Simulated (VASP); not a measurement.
Here is a VASP 6.6.1 calculation.

File POSCAR:

```
CsI
1.0
    4.6081712226      0.0000000000      0.0000000000
    0.0000000000      4.6081712226      0.0000000000
    0.0000000000      0.0000000000      4.6081712226
Cs I
1 1
Direct
    0.0000000000      0.0000000000      0.0000000000
    0.5000000000      0.5000000000      0.5000000000
```

Contents of INCAR.step1:

```
ALGO = Normal
EDIFF = 1E-5
ENCUT = 550
GGA = PE
GGA_COMPAT = False
ISMEAR = 0
LASPH = True
LCHARG = False
LREAL = False
LWAVE = True
NBANDS = 15
NELM = 120
PREC = Accurate
SIGMA = 0.01
```

File INCAR.step2:

```
ALGO = Normal
EDIFF = 1E-6
ENCUT = 550
GGA_COMPAT = False
ISIF = 2
ISMEAR = 0
ISTART = 1
LASPH = True
LCHARG = True
LELF = True
LMIXTAU = True
LREAL = False
LVHAR = True
LWAVE = False
METAGGA = R2SCAN
NBANDS = 15
NELM = 120
PREC = Accurate
SIGMA = 0.01
```

File KPOINTS:

```
k-points
0
Gamma
  4 4 4
```

Potentials or basis: VASP PAW PBE potentials, release 64 (Cs_sv, I).

The run is started by

```bash
$ cat potpaw_PBE.64/Cs_sv/POTCAR potpaw_PBE.64/I/POTCAR > POTCAR
$ cp INCAR.step1 INCAR
$ mpirun -np 1 vasp_std > vasp.out
$ cp INCAR.step2 INCAR
$ mpirun -np 1 vasp_std > vasp.out
```

Problem. Predict the band gap on the k mesh.

Solution. 4.50 eV (least direct gap 4.59 eV).

Problem. What does it give for the pressure?

Solution. 0.1 GPa.

Caveat: the PAW data sets were made with another functional, which shifts forces and pressure a little; spin-orbit coupling is left out, which moves the levels of the heavy elements. A k mesh can miss the band edges.
